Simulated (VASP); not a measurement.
# KCl (Fm-3m) in VASP: a series of runs

KCl is run at these levels: PBEsol; tasks: single point, relaxation of cell and atoms.

All numbers are computed with VASP 6.6.1; they aren't measurements. Logs are shortened: lines on timing, memory, paths and dates and some standing lists are left out, and cuts for length are marked.

## (1) The cell of the first run

It takes space group Fm-3m (No. 225, cubic). Conventional cell: a = 5.803 Å, b = 5.803 Å, c = 5.803 Å, α = 90.00°, β = 90.00°, γ = 90.00°. Within 3.8 Å of K (site symmetry m-3m) lie 6 Cl at 2.90 Å. Cl (site symmetry m-3m) has 6 K at 2.90 Å within 3.8 Å.

## (2) Single point, PBEsol

Contents of INCAR:

```
  PREC = Accurate
  ENCUT = 520
  EDIFF = 1E-7
  ISMEAR = 0
  SIGMA = 0.01
  LREAL = F
  LASPH = T
  NELM = 100
  ALGO = Normal
  ISIF = 2
  LWAVE = F
  LCHARG = F
  GGA = PS
  NBANDS = 15
```

Contents of KPOINTS:

```
Automatic mesh
0
Gamma
  8 8 8
```

Contents of POSCAR:

```
KCl
1.0
    0.0000000000      2.9016324419      2.9016324419
    2.9016324419      0.0000000000      2.9016324419
    2.9016324419      2.9016324419      0.0000000000
K Cl
1 1
Direct
    0.0000000000      0.0000000000      0.0000000000
    0.5000000000      0.5000000000      0.5000000000
```

Potentials or basis: VASP PAW PBE potentials, release 64 (K_sv, Cl).

Command:

```bash
cat potpaw_PBE.64/K_sv/POTCAR potpaw_PBE.64/Cl/POTCAR > POTCAR
mpirun -np 1 vasp_std > vasp.out
```

OUTCAR:

```text
PREC = Accurate
   ENCUT = 520
   EDIFF = 1E-7
   ISMEAR = 0
   LREAL = F
   LASPH = T
   NELM = 100
   ISIF = 2
   GGA = PS

 ion  position               nearest neighbor table
   1  0.000  0.000  0.000-   2 2.90   2 2.90   2 2.90   2 2.90   2 2.90   2 2.90
   2  0.500  0.500  0.500-   1 2.90   1 2.90   1 2.90   1 2.90   1 2.90   1 2.90

  LATTYP: Found a face centered cubic cell.
 ALAT       =     5.8032648838

  Lattice vectors:

 A1 = (   0.0000000000,   2.9016324419,   2.9016324419)
 A2 = (   2.9016324419,   0.0000000000,   2.9016324419)
 A3 = (   2.9016324419,   2.9016324419,   0.0000000000)

Analysis of symmetry for initial positions (statically):
=====================================================================
 Subroutine PRICEL returns:
 Original cell was already a primitive cell.

 Routine SETGRP: Setting up the symmetry group for a
 face centered cubic supercell.

 Subroutine GETGRP returns: Found 48 space group operations
 (whereof 48 operations were pure point group operations)
 out of a pool of 48 trial point group operations.

The static configuration has the point symmetry O_h .

Analysis of symmetry for dynamics (positions and initial velocities):
=====================================================================
 Subroutine PRICEL returns:
 Original cell was already a primitive cell.

 Routine SETGRP: Setting up the symmetry group for a
 face centered cubic supercell.

 Subroutine GETGRP returns: Found 48 space group operations
 (whereof 48 operations were pure point group operations)
 out of a pool of 48 trial point group operations.

The dynamic configuration has the point symmetry O_h .

 Subroutine INISYM returns: Found 48 space group operations
 (whereof 48 operations are pure point group operations),
 and found     1 'primitive' translations

----------------------------------------------------------------------------------------

                                     Primitive cell

  volume of cell :      48.8604

  direct lattice vectors                    reciprocal lattice vectors
     0.000000000  2.901632442  2.901632442    -0.172316794  0.172316794  0.172316794
     2.901632442  0.000000000  2.901632442     0.172316794 -0.172316794  0.172316794
     2.901632442  2.901632442  0.000000000     0.172316794  0.172316794 -0.172316794

  length of vectors
     4.103527952  4.103527952  4.103527952     0.298461442  0.298461442  0.298461442

  position of ions in fractional coordinates (direct lattice)
     0.000000000  0.000000000  0.000000000
     0.500000000  0.500000000  0.500000000

  ion indices of the primitive-cell ions
   primitive index   ion index
                 1           1
                 2           2

----------------------------------------------------------------------------------------

 KPOINTS: Automatic mesh

Automatic generation of k-mesh.
 Grid dimensions read from file:
 generate k-points for:    8    8    8

 Generating k-lattice:

  Cartesian coordinates                     Fractional coordinates (reciprocal lattice)
    -0.021539599  0.021539599  0.021539599     0.125000000  0.000000000  0.000000000
     0.021539599 -0.021539599  0.021539599     0.000000000  0.125000000  0.000000000
     0.021539599  0.021539599 -0.021539599     0.000000000  0.000000000  0.125000000

  Length of vectors
     0.037307680  0.037307680  0.037307680

  Shift w.r.t. Gamma in fractional coordinates (k-lattice)
     0.000000000  0.000000000  0.000000000

 Subroutine IBZKPT returns following result:
 ===========================================

 Found     29 irreducible k-points:

 Following reciprocal coordinates:
            Coordinates               Weight
  0.000000  0.000000  0.000000      1.000000
  0.125000  0.000000  0.000000      8.000000
  0.250000  0.000000  0.000000      8.000000
  0.375000  0.000000  0.000000      8.000000
  0.500000  0.000000  0.000000      4.000000
  0.125000  0.125000  0.000000      6.000000
[... 16 lines left out ...]
  0.500000  0.250000  0.125000     48.000000
 -0.375000  0.250000  0.125000     24.000000
 [... further k-points ...]
   k-points           NKPTS =     29   k-points in BZ     NKDIM =     29   number of bands    NBANDS=     15
   number of dos      NEDOS =    301   number of ions     NIONS =      2
   total plane-waves  NPLWV =  32768
   dimension x,y,z NGX =    32 NGY =   32 NGZ =   32
   dimension x,y,z NGXF=    64 NGYF=   64 NGZF=   64
   ions per type =               1   1
   NGX,Y,Z   is equivalent  to a cutoff of  12.96, 12.96, 12.96 a.u.
   NGXF,Y,Z  is equivalent  to a cutoff of  25.93, 25.93, 25.93 a.u.
 SYSTEM =  unknown system
   PREC   = accura    normal or accurate (medium, high low for compatibility)
   ISTART =      0    job   : 0-new  1-cont  2-samecut
   ICHARG =      2    charge: 1-file 2-atom 10-const
   ISPIN  =      1    spin polarized calculation?
   LNONCOLLINEAR =      F non collinear calculations
   LSORBIT =      F    spin-orbit coupling
[... 63 lines left out ...]
      3     -10.8242      2.00000
      4     -10.8242      2.00000
      5     -10.8242      2.00000
      6      -0.7408      2.00000
      7      -0.7408      2.00000
      8      -0.7408      2.00000
      9       5.1821      0.00000
     10       7.5139      0.00000
     11       7.5139      0.00000
     12       7.5139      0.00000
     13       8.5663      0.00000
     14       8.5663      0.00000
     15      12.7371      0.00000

 k-point     2 :       0.1250    0.0000    0.0000
  band No.  band energies     occupation
      1     -27.2932      2.00000
      2     -13.2408      2.00000
      3     -10.8265      2.00000
      4     -10.8265      2.00000
      5     -10.7508      2.00000
      6      -1.0360      2.00000
      7      -0.8384      2.00000
      8      -0.8384      2.00000
      9       5.6557      0.00000
     10       7.4149      0.00000
     11       7.7661      0.00000
     12       7.7661      0.00000
     13       8.8872      0.00000
     14       8.8872      0.00000
     15      13.4918      0.00000

 k-point     3 :       0.2500    0.0000    0.0000
  band No.  band energies     occupation
      1     -27.2795      2.00000
      2     -13.3716      2.00000
      3     -10.8321      2.00000
      4     -10.8321      2.00000
      5     -10.5836      2.00000
      6      -1.6416      2.00000
      7      -1.0596      2.00000
      8      -1.0596      2.00000
      9       6.5899      0.00000
     10       7.5525      0.00000
     11       8.4837      0.00000
     12       8.4837      0.00000
     13       9.7620      0.00000
     14       9.7620      0.00000
     15      14.3010      0.00000

 k-point     4 :       0.3750    0.0000    0.0000
  band No.  band energies     occupation
      1     -27.2657      2.00000
      2     -13.4898      2.00000
      3     -10.8376      2.00000
      4     -10.8376      2.00000
      5     -10.4262      2.00000
      6      -2.1539      2.00000
      7      -1.2636      2.00000
      8      -1.2636      2.00000
      9       7.1072      0.00000
     10       8.3113      0.00000
     11       9.5637      0.00000
     12       9.5637      0.00000
     13      10.8914      0.00000
     14      10.8914      0.00000
     15      13.4246      0.00000
[... 307 lines left out ...]
 k-point    22 :       0.3750    0.2500    0.1250
  band No.  band energies     occupation
      1     -27.2697      2.00000
      2     -13.3471      2.00000
      3     -10.9242      2.00000
      4     -10.8525      2.00000
      5     -10.5946      2.00000
      6      -1.8289      2.00000
      7      -1.1439      2.00000
      8      -1.0044      2.00000
      9       6.6194      0.00000
     10       7.2224      0.00000
     11       9.2630      0.00000
     12       9.5259      0.00000
     13       9.8954      0.00000
     14      10.8463      0.00000
     15      13.2784      0.00000

 k-point    23 :       0.5000    0.2500    0.1250
  band No.  band energies     occupation
      1     -27.2589      2.00000
      2     -13.3711      2.00000
      3     -10.9624      2.00000
      4     -10.8810      2.00000
      5     -10.5609      2.00000
      6      -1.9576      2.00000
      7      -1.3049      2.00000
      8      -1.1819      2.00000
      9       6.9503      0.00000
     10       7.9968      0.00000
     11       9.8267      0.00000
     12      10.0697      0.00000
     13      10.7574      0.00000
     14      11.4845      0.00000
     15      12.4320      0.00000

 k-point    24 :      -0.3750    0.2500    0.1250
  band No.  band energies     occupation
      1     -27.2545      2.00000
      2     -13.3804      2.00000
      3     -10.9661      2.00000
      4     -10.9077      2.00000
      5     -10.5454      2.00000
      6      -1.9908      2.00000
      7      -1.3436      2.00000
      8      -1.2994      2.00000
      9       7.4212      0.00000
     10       7.9681      0.00000
     11      10.2733      0.00000
     12      10.3240      0.00000
     13      10.9905      0.00000
     14      12.0335      0.00000
     15      12.4302      0.00000

 [... further k-points ...]

------------------------ aborting loop because EDIFF is reached ----------------------------------------

  FORCE on cell =-STRESS in cart. coord.  units (eV):
  Direction    XX          YY          ZZ          XY          YZ          ZX
  --------------------------------------------------------------------------------------
  -------------------------------------------------------------------------------------
  Total        2.1883407      2.1883407      2.1883407      0.0000000     -0.0000000      0.0000000
  in kB       71.7576702     71.7576702     71.7576702      0.0000000     -0.0000000      0.0000000
  external PRESSURE =      71.7576702 kB  Pullay stress =       0.0000000 kB

 VOLUME and BASIS-vectors are now :
 -----------------------------------------------------------------------------
  energy-cutoff  :      520.00
  volume of cell :       48.86
      direct lattice vectors                 reciprocal lattice vectors
     0.000000000  2.901632442  2.901632442    -0.172316794  0.172316794  0.172316794
     2.901632442  0.000000000  2.901632442     0.172316794 -0.172316794  0.172316794
     2.901632442  2.901632442  0.000000000     0.172316794  0.172316794 -0.172316794

 POSITION                                       TOTAL-FORCE (eV/Angst)
 -----------------------------------------------------------------------------------
      0.00000      0.00000      0.00000         0.000000     -0.000000     -0.000000
      2.90163      2.90163      2.90163        -0.000000      0.000000      0.000000
 -----------------------------------------------------------------------------------
    total drift:                                0.000000     -0.000000     -0.000000

  FREE ENERGIE OF THE ION-ELECTRON SYSTEM (eV)
  ---------------------------------------------------
  free  energy   TOTEN  =        -6.8016156716 eV

  energy  without entropy=       -6.8016156716  energy(sigma->0) =       -6.80161567
```

It took 17 s on 1 thread of AMD EPYC 7R13 (Zen 3), shared host; peak memory 0.15 GiB.

Results:

```
Free energy            : -6.8016 eV
Pressure               : 7.2 GPa
Band gap on the k mesh : 5.92 eV
```

Levels at points of the mesh, in eV from the valence-band top:
| k point | band 6 | band 7 | band 8 | band 9 | band 10 | band 11 |
| --- | --- | --- | --- | --- | --- | --- |
| (0.00, 0.00, 0.00) | 0.00 | 0.00 | 0.00 | 5.92 | 8.25 | 8.25 |
| (0.50, 0.00, 0.00) | -1.61 | -0.60 | -0.60 | 8.07 | 9.36 | 11.20 |
| (0.50, 0.50, 0.00) | -0.80 | -0.26 | -0.26 | 6.00 | 9.37 | 10.55 |

Caveat: the cell stands under pressure; the PAW data sets were made with another functional, which shifts forces and pressure a little. A k mesh can miss the band edges.

## (3) Single point, PBEsol

This run uses another cell than the first one, of 26.21 Å³/atom.

Contents of INCAR:

```
SYSTEM = KCl
PREC = Accurate
ENCUT = 520
EDIFF = 1E-7
ISMEAR = 0
SIGMA = 0.01
LREAL = .False.
LASPH = .True.
NELM = 60
ALGO = Normal
ISIF = 2
LWAVE = .False.
LCHARG = .True.
GGA = PS
LELF = .True.
LVHAR = .True.
NBANDS = 15
```

Contents of KPOINTS:

```
regular mesh
0
Gamma
  8 8 8
  0 0 0
```

Contents of POSCAR:

```
KCl
1.0
    0.0000000000      2.9705755776      2.9705755776
    2.9705755776      0.0000000000      2.9705755776
    2.9705755776      2.9705755776      0.0000000000
K Cl
1 1
Direct
    0.0000000000      0.0000000000      0.0000000000
    0.5000000000      0.5000000000      0.5000000000
```

Potentials or basis: VASP PAW PBE potentials, release 64 (K_sv, Cl).

Command:

```bash
cat potpaw_PBE.64/K_sv/POTCAR potpaw_PBE.64/Cl/POTCAR > POTCAR
mpirun -np 1 vasp_std > vasp.out
```

Run time: 18 s. Hardware: 1 thread of AMD EPYC 7R13 (Zen 3), shared host; peak memory 0.15 GiB.

Results (log left out):

| Quantity | Value |
| --- | --- |
| Free energy | -6.9263 eV |
| Pressure | 4.1 GPa |
| Band gap on the k mesh | 5.63 eV |

Levels at points of the mesh, in eV from the valence-band top:
```tsv
k point	band 6	band 7	band 8	band 9	band 10	band 11
(0.00, 0.00, 0.00)	0.00	0.00	0.00	5.63	8.30	8.30
(0.50, 0.00, 0.00)	-1.44	-0.51	-0.51	7.89	9.12	11.00
(0.50, 0.50, 0.00)	-0.78	-0.26	-0.26	6.15	9.02	10.47
```

Caveat: the cell stands under pressure; the PAW data sets were made with another functional, which shifts forces and pressure a little. A k mesh can miss the band edges.

## (4) Single point, PBEsol

This run uses another cell than the first one, of 27.89 Å³/atom.

Contents of INCAR:

```
PREC = Accurate ; ENCUT = 520
EDIFF = 1E-6 ; ISMEAR = 0
SIGMA = 0.01 ; LREAL = F
LASPH = T ; NELM = 100
ALGO = Normal ; ISIF = 2
LWAVE = F ; LCHARG = T
GGA = PS ; LELF = T
LVHAR = T ; NBANDS = 15
```

Contents of KPOINTS:

```
regular mesh
0
Gamma
  8 8 8
```

Contents of POSCAR:

```
KCl
1.0
    0.0000000000      3.0325823817      3.0325823817
    3.0325823817      0.0000000000      3.0325823817
    3.0325823817      3.0325823817      0.0000000000
K Cl
1 1
Direct
    0.0000000000      0.0000000000      0.0000000000
    0.5000000000      0.5000000000      0.5000000000
```

Command:

```bash
cat potpaw_PBE.64/K_sv/POTCAR potpaw_PBE.64/Cl/POTCAR > POTCAR
mpirun -np 1 vasp_std > vasp.out
```

Wall time 16 s (1 thread of AMD EPYC 7R13 (Zen 3), shared host); peak memory 0.15 GiB.

It converged, with:

* Free energy: -6.9908 eV
* Pressure: 2.1 GPa
* Band gap on the k mesh: 5.40 eV

Levels at points of the mesh, in eV from the valence-band top:
| k point | band 4 | band 5 | band 6 | band 7 | band 8 | band 9 | band 10 | band 11 | band 12 | band 13 |
| --- | --- | --- | --- | --- | --- | --- | --- | --- | --- | --- |
| (0.00, 0.00, 0.00) | -10.32 | -10.32 | 0.00 | 0.00 | 0.00 | 5.40 | 8.31 | 8.31 | 8.31 | 9.27 |
| (0.50, 0.00, 0.00) | -10.34 | -10.01 | -1.30 | -0.44 | -0.44 | 7.72 | 8.90 | 10.82 | 10.82 | 11.69 |
| (0.50, 0.50, 0.00) | -10.41 | -10.41 | -0.75 | -0.25 | -0.25 | 6.26 | 8.73 | 10.38 | 10.55 | 11.02 |

Caveat: the PAW data sets were made with another functional, which shifts forces and pressure a little. A k mesh can miss the band edges.

## (5) Single point, PBEsol

This run uses another cell than the first one, of 28.95 Å³/atom.

Contents of INCAR:

```
SYSTEM = KCl
PREC = Accurate
ENCUT = 520
EDIFF = 1E-6
ISMEAR = 0
SIGMA = 0.01
LREAL = .False.
LASPH = .True.
NELM = 60
ALGO = Normal
ISIF = 2
LWAVE = .False.
LCHARG = .False.
GGA = PS
NBANDS = 15
```

Contents of KPOINTS:

```
Automatic mesh
0
Gamma
  8 8 8
  0 0 0
```

Contents of POSCAR:

```
KCl
1.0
    0.0000000000      3.0703800394      3.0703800394
    3.0703800394      0.0000000000      3.0703800394
    3.0703800394      3.0703800394      0.0000000000
K Cl
1 1
Direct
    0.0000000000      0.0000000000      0.0000000000
    0.5000000000      0.5000000000      0.5000000000
```

Command:

```bash
cat potpaw_PBE.64/K_sv/POTCAR potpaw_PBE.64/Cl/POTCAR > POTCAR
mpirun -np 1 vasp_std > vasp.out
```

Wall time 17 s (1 thread of AMD EPYC 7R13 (Zen 3), shared host); peak memory 0.15 GiB.

Results (log left out):

```
Free energy            : -7.0122 eV
Pressure               : 1.1 GPa
Band gap on the k mesh : 5.26 eV
```

Levels at points of the mesh, in eV from the valence-band top:
```tsv
k point	band 6	band 7	band 8	band 9	band 10	band 11
(0.00, 0.00, 0.00)	0.00	0.00	0.00	5.26	8.31	8.31
(0.50, 0.00, 0.00)	-1.23	-0.40	-0.40	7.62	8.76	10.71
(0.50, 0.50, 0.00)	-0.72	-0.24	-0.24	6.31	8.56	10.32
```

Caveat: the PAW data sets were made with another functional, which shifts forces and pressure a little. A k mesh can miss the band edges.

## (6) Relaxation of cell and atoms, PBEsol, target pressure 1 GPa, at which the enthalpy is minimised

This run uses another cell than the first one, of 30.41 Å³/atom.

Contents of INCAR:

```
SYSTEM = KCl
ALGO     = Normal         ! electronic algorithm
EDIFF    = 1E-6           ! SCF threshold, eV
EDIFFG   = -0.002         ! ionic threshold
ENCUT    = 600            ! plane-wave cutoff, eV
GGA      = PS             ! functional
IBRION   = 2              ! ionic algorithm
ISIF     = 3              ! what is computed and relaxed
ISMEAR   = 0              ! smearing method
LASPH    = .TRUE.         ! aspherical terms in the spheres
LCHARG   = .FALSE.        ! write CHGCAR
LREAL    = .FALSE.        ! projectors in reciprocal space
LWAVE    = .FALSE.        ! write WAVECAR
NELM     = 100            ! most SCF steps
NSW      = 100            ! ionic steps
PREC     = Accurate       ! precision mode
PSTRESS  = 10.0         
SIGMA    = 0.01           ! smearing width, eV
```

Contents of KPOINTS:

```
k-points
0
G
  8 8 8
  0 0 0
```

Contents of POSCAR:

```
KCl
1.0
    0.0000000000      3.1212780665      3.1212780665
    3.1212780665      0.0000000000      3.1212780665
    3.1212780665      3.1212780665      0.0000000000
K Cl
1 1
Direct
    0.0000000000      0.0000000000      0.0000000000
    0.5000000000      0.5000000000      0.5000000000
```

Potentials or basis: VASP PAW PBE potentials, release 64 (K_sv, Cl).

Command:

```bash
cat potpaw_PBE.64/K_sv/POTCAR potpaw_PBE.64/Cl/POTCAR > POTCAR
mpirun -np 1 vasp_std > vasp.out
```

It took 64 s on 1 thread of AMD EPYC 7R13 (Zen 3), shared host; peak memory 0.19 GiB.

It converged, with:

| Property | Result |
| --- | --- |
| Free energy | -7.0149 eV |
| Relaxed volume | 29.13 Å³/atom |
| Relaxed cell | a = 4.351 Å, b = 4.351 Å, c = 4.351 Å, α = 60.00°, β = 60.00°, γ = 60.00° |
| Space group after relaxing (to 0.1 Å) | Fm-3m (No. 225) |
| Energy change on relaxing (the run minimises the enthalpy) | +4.2 meV/atom |
| Ionic steps | 4 |
| Pressure after relaxing | 1.0 GPa |
| Band gap on the k mesh | 5.24 eV |

The path:
| step | energy change (eV) | largest force (eV/Å) | pressure (GPa) | volume (Å³) |
| --- | --- | --- | --- | --- |
| 1 | 0.0000 | 0.0000 | 0.09 | 60.82 |
| 2 | 0.0031 | 0.0000 | 0.59 | 59.31 |
| 3 | 0.0079 | 0.0000 | 0.97 | 58.33 |
| 4 | 0.0084 | 0.0000 | 1.00 | 58.25 |

Final structure:
```
CELL_PARAMETERS angstrom
0.00000 3.07677 3.07677
3.07677 0.00000 3.07677
3.07677 3.07677 0.00000
ATOMIC_POSITIONS crystal
K 0.00000 0.00000 0.00000
Cl 0.50000 0.50000 0.50000
```

Levels at points of the mesh, in eV from the valence-band top:
```
           k point  band 5  band 6  band 7  band 8  band 9  band 10  band 11  band 12
(0.00, 0.00, 0.00)  -10.42    0.00    0.00    0.00    5.24     8.31     8.31     8.31
(0.50, 0.00, 0.00)  -10.13   -1.21   -0.39   -0.39    7.61     8.74    10.69    10.69
(0.50, 0.50, 0.00)  -10.49   -0.72   -0.24   -0.24    6.32     8.53    10.29    10.31
```

Caveat: the cell is relaxed towards a set pressure, so the run minimises the enthalpy, not the energy; the PAW data sets were made with another functional, which shifts forces and pressure a little. A k mesh can miss the band edges.

## (7) Summary

```tsv
task	cell	cutoff (eV)	gap on the mesh (eV)	pressure (GPa)
single point	a = 4.104 Å, angles 60.0°, 2 atoms	520	5.92	7.2
single point	a = 4.201 Å, angles 60.0°, 2 atoms	520	5.63	4.1
single point	a = 4.289 Å, angles 60.0°, 2 atoms	520	5.40	2.1
single point	a = 4.342 Å, angles 60.0°, 2 atoms	520	5.26	1.1
relaxation of cell and atoms	relaxed to 1 GPa from a = 4.414 Å, angles 60.0°, 2 atoms	600	5.24	1.0
```

Alike in all rows: level PBEsol; potentials or basis VASP PAW PBE potentials, release 64 (K_sv, Cl); no spin polarisation; k mesh 8 × 8 × 8; smearing gaussian 0.01 eV.

Caveats: the PAW data sets were made with another functional, which shifts forces and pressure a little; the cell stands under pressure (at least some runs); the cell is relaxed towards a set pressure, so the run minimises the enthalpy, not the energy (at least some runs).

Total energies depend on the potentials used, so only differences within one code and one set of settings carry meaning.
